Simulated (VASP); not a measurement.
# CuI (F-43m) in VASP: further runs, part 2 of 2

VASP 6.6.1. The steps go on from the part before.

### 3 Single point, SVWN5

INCAR

```
PREC     = Accurate       # precision mode
ENCUT    = 520            # plane-wave cutoff, eV
EDIFF    = 1E-7           # SCF threshold, eV
ISMEAR   = -1             # smearing method
SIGMA    = 0.05           # smearing width, eV
LREAL    = F              # projectors in reciprocal space
LASPH    = T              # aspherical terms in the spheres
NELM     = 60             # most SCF steps
ALGO     = Normal         # electronic algorithm
ISIF     = 2              # what is computed and relaxed
LWAVE    = F              # write WAVECAR
LCHARG   = F              # write CHGCAR
GGA      = VW             # functional
NBANDS   = 16             # bands
```

KPOINTS

```
regular mesh
0
Gamma
  8 8 8
```

POSCAR

```
CuI
1.0
    0.0000000000      3.0713927327      3.0713927327
    3.0713927327      0.0000000000      3.0713927327
    3.0713927327      3.0713927327      0.0000000000
I Cu
1 1
Direct
    0.0000000000      0.0000000000      0.0000000000
    0.7500000000      0.7500000000      0.7500000000
```

Potentials or basis: VASP PAW PBE potentials, release 64 (I, Cu).

Command:

```sh
$ cat potpaw_PBE.64/I/POTCAR potpaw_PBE.64/Cu/POTCAR > POTCAR
$ mpirun -np 1 vasp_std > vasp.out
```

Wall time 12 s (1 thread of Intel Xeon Platinum 8488C (Sapphire Rapids), shared host); peak memory 0.17 GiB.

The run converged. Its results:

```
Free energy            : -6.8033 eV
Pressure               : -5.5 GPa
Band gap on the k mesh : 0.86 eV
```

Levels at points of the mesh, in eV from the valence-band top:
| k point | band 6 | band 7 | band 8 | band 9 | band 10 | band 11 | band 12 | band 13 |
| --- | --- | --- | --- | --- | --- | --- | --- | --- |
| (0.00, 0.00, 0.00) | -1.75 | 0.00 | 0.00 | 0.00 | 0.86 | 4.90 | 4.90 | 4.90 |
| (0.50, 0.00, 0.00) | -1.73 | -1.69 | -0.66 | -0.66 | 2.01 | 5.42 | 5.42 | 7.16 |
| (0.50, 0.50, 0.00) | -1.70 | -1.67 | -1.41 | -1.41 | 2.69 | 2.85 | 8.77 | 9.50 |

Caveat: the cell stands under tension; the PAW data sets were made with another functional, which shifts forces and pressure a little; spin-orbit coupling is left out, which moves the levels of the heavy elements.

### 4 Single point, PBE+D3(BJ)

This run uses another cell than the first one, of 29.53 Å³/atom.

INCAR, as its differences from that of step 3:

```diff
@@ -2,3 +2,3 @@
 ENCUT    = 520            # plane-wave cutoff, eV
-EDIFF    = 1E-7           # SCF threshold, eV
+EDIFF    = 1E-6           # SCF threshold, eV
 ISMEAR   = -1             # smearing method
@@ -12,3 +12,4 @@
 LCHARG   = F              # write CHGCAR
-GGA      = VW             # functional
+GGA      = PE             # functional
+IVDW     = 12             # dispersion correction
 NBANDS   = 16             # bands
```

KPOINTS is that of step 3.

POSCAR

```
CuI
1.0
    0.0000000000      3.0909562712      3.0909562712
    3.0909562712      0.0000000000      3.0909562712
    3.0909562712      3.0909562712      0.0000000000
I Cu
1 1
Direct
    0.0000000000      0.0000000000      0.0000000000
    0.7500000000      0.7500000000      0.7500000000
```

Potentials or basis: VASP PAW PBE potentials, release 64 (I, Cu).

Command:

```sh
$ cat potpaw_PBE.64/I/POTCAR potpaw_PBE.64/Cu/POTCAR > POTCAR
$ mpirun -np 1 vasp_std > vasp.out
```

OUTCAR:

```text
PREC = Accurate
   ENCUT = 520
   EDIFF = 1E-6
   ISMEAR = -1
   LREAL = F
   LASPH = T
   NELM = 60
   ISIF = 2
   GGA = PE
   IVDW = 12
 IVDW          = 12

 ion  position               nearest neighbor table
   1  0.000  0.000  0.000-   2 2.68   2 2.68   2 2.68   2 2.68
   2  0.750  0.750  0.750-   1 2.68   1 2.68   1 2.68   1 2.68

  LATTYP: Found a face centered cubic cell.
 ALAT       =     6.1819125424

  Lattice vectors:

 A1 = (   0.0000000000,   3.0909562712,   3.0909562712)
 A2 = (   3.0909562712,   0.0000000000,   3.0909562712)
 A3 = (   3.0909562712,   3.0909562712,   0.0000000000)

Analysis of symmetry for initial positions (statically):
=====================================================================
 Subroutine PRICEL returns:
 Original cell was already a primitive cell.

 Routine SETGRP: Setting up the symmetry group for a
 face centered cubic supercell.

 Subroutine GETGRP returns: Found 24 space group operations
 (whereof 24 operations were pure point group operations)
 out of a pool of 48 trial point group operations.

[... 161 lines left out ...]

 E-fermi :   4.3645     XC(G=0):  -8.6698

 val. band max:        3.8205518354   @ k =   0.0000   0.0000   0.0000
 cond. band min:       4.8194413483   @ k =   0.0000   0.0000   0.0000
 fundamental gap:      0.9988895130
 Fermi energy:         4.3644723031

 k-point     1 :       0.0000    0.0000    0.0000
  band No.  band energies     occupation
      1      -9.8974      2.00000
      2       0.4314      2.00000
      3       0.4314      2.00000
      4       0.4314      2.00000
      5       2.1939      2.00000
      6       2.1939      2.00000
[... 433 lines left out ...]
      3      -0.0888      2.00000
      4       0.3876      2.00000
      5       2.1382      2.00000
      6       2.2050      2.00000
[... 8 lines left out ...]
     15      14.4287      0.00000
     16      14.9396      0.00000

 [... further k-points ...]

------------------------ aborting loop because EDIFF is reached ----------------------------------------

 Edisp (eV)   -0.64007

 E8    (eV) :    -0.2796

  FORCE on cell =-STRESS in cart. coord.  units (eV):
  Direction    XX          YY          ZZ          XY          YZ          ZX
  --------------------------------------------------------------------------------------
  -------------------------------------------------------------------------------------
  Total      -1.24640    -1.24640    -1.24640     0.00000     0.00000     0.00000
  in kB     -33.81122   -33.81122   -33.81122     0.00000     0.00000     0.00000
  external pressure =      -33.81 kB  Pullay stress =        0.00 kB

 VOLUME and BASIS-vectors are now :
 -----------------------------------------------------------------------------
  energy-cutoff  :      520.00
  volume of cell :       59.06
      direct lattice vectors                 reciprocal lattice vectors
     0.000000000  3.090956271  3.090956271    -0.161762237  0.161762237  0.161762237
     3.090956271  0.000000000  3.090956271     0.161762237 -0.161762237  0.161762237
     3.090956271  3.090956271  0.000000000     0.161762237  0.161762237 -0.161762237

 POSITION                                       TOTAL-FORCE (eV/Angst)
 -----------------------------------------------------------------------------------
      0.00000      0.00000      0.00000        -0.000000     -0.000000     -0.000000
      4.63643      4.63643      4.63643         0.000000      0.000000      0.000000
 -----------------------------------------------------------------------------------
    total drift:                               -0.000000     -0.000000     -0.000000

  FREE ENERGIE OF THE ION-ELECTRON SYSTEM (eV)
  ---------------------------------------------------
  free  energy   TOTEN  =        -6.1872366869 eV

  energy  without entropy=       -6.1872361820  energy(sigma->0) =       -6.18723643
```

Run time: 17 s. Hardware: 1 thread of Intel Xeon Platinum 8488C (Sapphire Rapids), shared host; peak memory 0.22 GiB.

Results:

```
Free energy                : -6.1872 eV
Pressure                   : -3.4 GPa
Band gap on the k mesh     : 1.00 eV
Dispersion energy per atom : -0.320 eV
```

Caveat: the cell stands under tension; spin-orbit coupling is left out, which moves the levels of the heavy elements. Expect the measured gap to be larger: semilocal functionals such as PBE lack the derivative discontinuity.

### 5 Summary

```csv
level,cell,gap on the mesh (eV),pressure (GPa)
RPBE,"a = 4.344 Å, angles 60.0°, 2 atoms",1.18,0.8
SVWN5,"a = 4.344 Å, angles 60.0°, 2 atoms",0.86,-5.5
PBE+D3(BJ),"a = 4.371 Å, angles 60.0°, 2 atoms",1.00,-3.4
```

Alike in all rows: task single point; potentials or basis VASP PAW PBE potentials, release 64 (I, Cu); no spin polarisation; k mesh 8 × 8 × 8; cutoff (eV) 520; smearing fermi-dirac 0.05 eV.

Caveats: spin-orbit coupling is left out, which moves the levels of the heavy elements; the PAW data sets were made with another functional, which shifts forces and pressure a little (at least some runs); the cell stands under tension (at least some runs).

Absolute energies hang on the potentials; compare differences alone.
